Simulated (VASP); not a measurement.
# Y (P6_3/mmc) in VASP: further runs

Y is run at these levels: PBE+D3(BJ); tasks: single point.

All numbers are computed with VASP 6.6.1; they aren't measurements. Logs are shortened: lines on timing, memory, paths and dates and some standing lists are left out, and cuts for length are marked.

### Step 1. The cell of the first run

It takes space group P6_3/mmc (No. 194, hexagonal). The conventional cell has a = 3.643 Å, b = 3.643 Å, c = 5.879 Å, α = 90.00°, β = 90.00°, γ = 120.00°. Within 4.7 Å of Y (site symmetry -6m2) lie 12 Y at 3.61 to 3.64 Å.

### Step 2. Single point, PBE+D3(BJ), collinear spin

Contents of INCAR:

```
ALGO     = Normal         # electronic algorithm
EDIFF    = 1E-6           # SCF threshold, eV
ENCUT    = 520            # plane-wave cutoff, eV
GGA      = PE             # functional
ISIF     = 2              # what is computed and relaxed
ISMEAR   = 0              # smearing method
ISPIN    = 2              # spin polarisation
IVDW     = 12             # dispersion correction
LASPH    = T              # aspherical terms in the spheres
LCHARG   = F              # write CHGCAR
LMAXMIX  = 4              # l up to which the mixer works
LORBIT   = 11             # projections on sites
LREAL    = F              # projectors in reciprocal space
LWAVE    = F              # write WAVECAR
MAGMOM   = 1 1            # initial moments
NBANDS   = 22             # bands
NELM     = 150            # most SCF steps
PREC     = Accurate       # precision mode
SIGMA    = 0.1            # smearing width, eV
```

Contents of KPOINTS:

```
k-points
0
Gamma
  6 6 4
```

Contents of POSCAR:

```
Y
1.0
    3.6425693921      0.0000000000      0.0000000000
   -1.8212846960      3.1545576286      0.0000000000
    0.0000000000      0.0000000000      5.8791583500
Y
2
Direct
    0.3333333300      0.6666666700      0.2500000000
    0.6666666700      0.3333333300      0.7500000000
```

Potentials or basis: VASP PAW PBE potentials, release 64 (Y_sv).

Run with:

```sh
$ cat potpaw_PBE.64/Y_sv/POTCAR > POTCAR
$ mpirun -np 1 vasp_std > vasp.out
```

OUTCAR:

```text
EDIFF = 1E-6
   ENCUT = 520
   GGA = PE
   ISIF = 2
   ISMEAR = 0
   ISPIN = 2
   IVDW = 12
   LASPH = T
   LORBIT = 11
   LREAL = F
   NELM = 150
   PREC = Accurate
 IVDW          = 12

 ion  position               nearest neighbor table
   1  0.333  0.667  0.250-   2 3.61   2 3.61   2 3.61   2 3.61   2 3.61   2 3.61
   2  0.667  0.333  0.750-   1 3.61   1 3.61   1 3.61   1 3.61   1 3.61   1 3.61

  LATTYP: Found a hexagonal cell.
 ALAT       =     3.6425693921
 C/A-ratio  =     1.6140140975

  Lattice vectors:

 A1 = (   3.6425693921,   0.0000000000,   0.0000000000)
 A2 = (  -1.8212846960,   3.1545576286,   0.0000000000)
 A3 = (   0.0000000000,   0.0000000000,   5.8791583500)

Analysis of symmetry for initial positions (statically):
=====================================================================
 Subroutine PRICEL returns:
 Original cell was already a primitive cell.

 Routine SETGRP: Setting up the symmetry group for a
 hexagonal supercell.

 Subroutine GETGRP returns: Found 24 space group operations
 (whereof 12 operations were pure point group operations)
 out of a pool of 24 trial point group operations.

The static configuration has the point symmetry D_3d.
 The point group associated with its full space group is D_6h.

Analysis of symmetry for dynamics (positions and initial velocities):
=====================================================================
 Subroutine PRICEL returns:
 Original cell was already a primitive cell.

 Routine SETGRP: Setting up the symmetry group for a
 hexagonal supercell.

 Subroutine GETGRP returns: Found 24 space group operations
 (whereof 12 operations were pure point group operations)
 out of a pool of 24 trial point group operations.

The dynamic configuration has the point symmetry D_3d.
 The point group associated with its full space group is D_6h.

Analysis of structural, dynamic, and magnetic symmetry:
=====================================================================
 Subroutine PRICEL returns:
 Original cell was already a primitive cell.

 Routine SETGRP: Setting up the symmetry group for a
 hexagonal supercell.

 Subroutine GETGRP returns: Found 24 space group operations
 (whereof 12 operations were pure point group operations)
 out of a pool of 24 trial point group operations.

[... 116 lines left out ...]
     AMIX     =   0.40;   BMIX     =  1.00
     AMIX_MAG =   1.60;   BMIX_MAG =  1.00
  volume/ion in A,a.u.               =      33.78       227.94
  Fermi-wavevector in a.u.,A,eV,Ry     =   1.126320  2.128437 17.260315  1.268597
  Thomas-Fermi vector in A             =   2.263002
   LORBIT       =     11    0 simple, 1 ext, 2 COOP (PROOUT), +10 PAW based schemes
   GGA     = PE    functional components
   LHFCALC =     F    Hartree Fock is set to
   AEXX    =    0.0000 exact exchange contribution
   IVDW    =    12    specifies the selected vdW correction
   LEPSILON=     F    determine dielectric tensor
   LRPA    =     F    only Hartree local field effects (RPA)
 spin polarized calculation
 Gauss-broadening in eV      SIGMA  =   0.10
  energy-cutoff  :      520.00
  volume of cell :       67.56
 maximum number of plane-waves:      1842
 NGX is ok and might be reduce to    28
   NGX = 13   NGY = 13   NGZ = 21

 number of electron      22.0000001 magnetization       0.2741985

 Free energy of the ion-electron system (eV)
  ---------------------------------------------------
  ext. energy  EPLUGINS =         0.00000000
  ---------------------------------------------------
  free energy    TOTEN  =       -12.86874258 eV

  energy without entropy =      -12.84821298  energy(sigma->0) =      -12.85847778

 E-fermi :   2.9111     XC(G=0):  -9.3199

 val. band max:        2.8687867978   @ k =   0.5000   0.0000   0.0000
 cond. band min:       2.9229645076   @ k =   0.1667   0.0000   0.2500
 fundamental gap:      0.0541777098
 Fermi energy:         2.9111035681

 spin component 1

 k-point     1 :       0.0000    0.0000    0.0000
  band No.  band energies     occupation
      1     -39.9105      1.00000
      2     -39.8527      1.00000
      3     -20.1311      1.00000
      4     -19.7082      1.00000
      5     -19.7082      1.00000
      6     -19.6378      1.00000
[... 514 lines left out ...]
     21      10.1639      0.00000
     22      10.1639      0.00000
 Fermi energy:         2.9111035681

 spin component 2

 k-point     1 :       0.0000    0.0000    0.0000
  band No.  band energies     occupation
      1     -39.8787      1.00000
      2     -39.8212      1.00000
      3     -20.0948      1.00000
      4     -19.6706      1.00000
      5     -19.6706      1.00000
      6     -19.6006      1.00000
[... 514 lines left out ...]
     21      10.2264      0.00000
     22      10.2264      0.00000

------------------------ aborting loop because EDIFF is reached ----------------------------------------

 Edisp (eV)   -0.65078

 E8    (eV) :    -0.3431

  FORCE on cell =-STRESS in cart. coord.  units (eV):
  Direction    XX          YY          ZZ          XY          YZ          ZX
  --------------------------------------------------------------------------------------
  -------------------------------------------------------------------------------------
  Total      -0.80669    -0.80669    -1.79862    -0.00000    -0.00000    -0.00000
  in kB     -19.13187   -19.13187   -42.65681    -0.00000    -0.00000    -0.00000
  external pressure =      -26.97 kB  Pullay stress =        0.00 kB

 VOLUME and BASIS-vectors are now :
 -----------------------------------------------------------------------------
  energy-cutoff  :      520.00
  volume of cell :       67.56
      direct lattice vectors                 reciprocal lattice vectors
     3.642569392  0.000000000  0.000000000     0.274531489  0.158500829  0.000000000
    -1.821284696  3.154557629  0.000000000     0.000000000  0.317001658  0.000000000
     0.000000000  0.000000000  5.879158350     0.000000000  0.000000000  0.170092374

 POSITION                                       TOTAL-FORCE (eV/Angst)
 -----------------------------------------------------------------------------------
     -0.00000      2.10304      1.46979         0.000000     -0.000000      0.000000
      1.82128      1.05152      4.40937        -0.000000      0.000000      0.000000
 -----------------------------------------------------------------------------------
    total drift:                               -0.000005      0.000003     -0.000000

  FREE ENERGIE OF THE ION-ELECTRON SYSTEM (eV)
  ---------------------------------------------------
  free  energy   TOTEN  =       -13.5195267662 eV

  energy  without entropy=      -13.4989971685  energy(sigma->0) =      -13.50926197

 total charge

# of ion       s       p       d       f       tot
--------------------------------------------------
    1        2.276   6.217   0.890   0.006   9.389
    2        2.276   6.217   0.890   0.006   9.389
--------------------------------------------------
tot          4.551  12.435   1.780   0.012  18.778

 magnetization (x)

# of ion       s       p       d       f       tot
--------------------------------------------------
    1        0.000   0.029   0.053   0.001   0.082
    2        0.000   0.029   0.053   0.001   0.082
--------------------------------------------------
tot          0.000   0.058   0.105   0.001   0.164
```

Wall time 59 s (1 thread of AMD EPYC 9R14 (Zen 4), shared host); peak memory 0.22 GiB.

Results:

```
Free energy                                           : -13.5195 eV
Pressure                                              : -2.7 GPa
Net moment                                            : 0.27 μB per cell
Site moments                                          : Y +0.08 μB
Valence electrons inside the program's atomic spheres : Y 9.39
Dispersion energy per atom                            : -0.325 eV
```

Levels at points of the mesh, in eV from the Fermi level:
Spin up:
```
           k point  band 7  band 8  band 9  band 10  band 11  band 12  band 13  band 14  band 15  band 16
(0.00, 0.00, 0.00)  -22.55  -22.53   -4.75    -1.98     0.54     1.68     1.68     1.74     2.21     2.21
(0.50, 0.00, 0.00)  -22.65  -22.61   -1.75    -1.22    -0.88    -0.18     1.16     1.51     1.82     4.92
(0.00, 0.00, 0.50)  -22.58  -22.58   -3.40    -3.40     0.74     0.74     1.64     1.64     1.64     1.64
(0.50, 0.00, 0.50)  -22.66  -22.66   -1.69    -1.69    -0.08    -0.08     1.23     1.23     2.72     2.72
```
Spin down:
```
           k point  band 9  band 10  band 11  band 12  band 13  band 14
(0.00, 0.00, 0.00)   -4.63    -1.85     0.64     1.76     1.76     1.82
(0.50, 0.00, 0.00)   -1.60    -1.15    -0.82    -0.04     1.25     1.57
(0.00, 0.00, 0.50)   -3.29    -3.29     0.84     0.84     1.71     1.71
(0.50, 0.00, 0.50)   -1.61    -1.61     0.05     0.05     1.32     1.32
```

Caveat: a moment this small can come from the mesh or the smearing.

### Step 3. Single point, PBE+D3(BJ), collinear spin

This run uses another cell than the first one, of 31.49 Å³/atom.

Contents of INCAR:

```
PREC     = Accurate       # precision mode
ENCUT    = 520            # plane-wave cutoff, eV
EDIFF    = 1E-6           # SCF threshold, eV
ISMEAR   = 0              # smearing method
SIGMA    = 0.1            # smearing width, eV
LREAL    = F              # projectors in reciprocal space
LASPH    = T              # aspherical terms in the spheres
NELM     = 150            # most SCF steps
ALGO     = Normal         # electronic algorithm
ISIF     = 2              # what is computed and relaxed
LWAVE    = F              # write WAVECAR
LCHARG   = F              # write CHGCAR
ISPIN    = 2              # spin polarisation
MAGMOM   = 0.16 0.16      # initial moments
LORBIT   = 11             # projections on sites
LMAXMIX  = 4              # l up to which the mixer works
GGA      = PE             # functional
IVDW     = 12             # dispersion correction
NBANDS   = 22             # bands
```

Contents of KPOINTS:

```
Automatic mesh
0
Gamma
  15 15 8
```

Contents of POSCAR:

```
Y
1.0
    3.6054955450      0.0000000000      0.0000000000
   -1.8027477725      3.1224507352      0.0000000000
    0.0000000000      0.0000000000      5.5947576106
Y
2
Direct
    0.3333333333      0.6666666667      0.2500000000
    0.6666666667      0.3333333333      0.7500000000
```

Potentials or basis: VASP PAW PBE potentials, release 64 (Y_sv).

Run with:

```sh
$ cat potpaw_PBE.64/Y_sv/POTCAR > POTCAR
$ mpirun -np 1 vasp_std > vasp.out
```

It took 3.7 min on 1 thread of AMD EPYC 9R14 (Zen 4), shared host; peak memory 0.38 GiB.

It converged, with:

| Property | Result |
| --- | --- |
| Free energy | -13.5626 eV |
| Pressure | -0.1 GPa |
| Band gap on the k mesh | zero (filled and empty bands overlap) |
| Net moment | 0.01 μB per cell |
| Valence electrons inside the program's atomic spheres | Y 9.48 |
| Dispersion energy per atom | -0.350 eV |

Levels at points of the mesh, in eV from the Fermi level:
Spin up:
```
           k point  band 7  band 8  band 9  band 10  band 11  band 12  band 13  band 14  band 15  band 16
(0.00, 0.00, 0.00)  -22.27  -22.22   -4.75    -1.90     1.10     1.77     1.77     2.19     2.43     2.43
(0.00, 0.00, 0.50)  -22.32  -22.32   -3.24    -3.24     1.02     1.02     1.67     1.67     1.67     1.67
```
Spin down:
```tsv
k point	band 9	band 10	band 11	band 12	band 13	band 14
(0.00, 0.00, 0.00)	-4.74	-1.90	1.10	1.77	1.77	2.19
(0.00, 0.00, 0.50)	-3.23	-3.23	1.02	1.02	1.68	1.68
```

The gap in the log of VASP goes by the Fermi energy; the results here count the filled bands.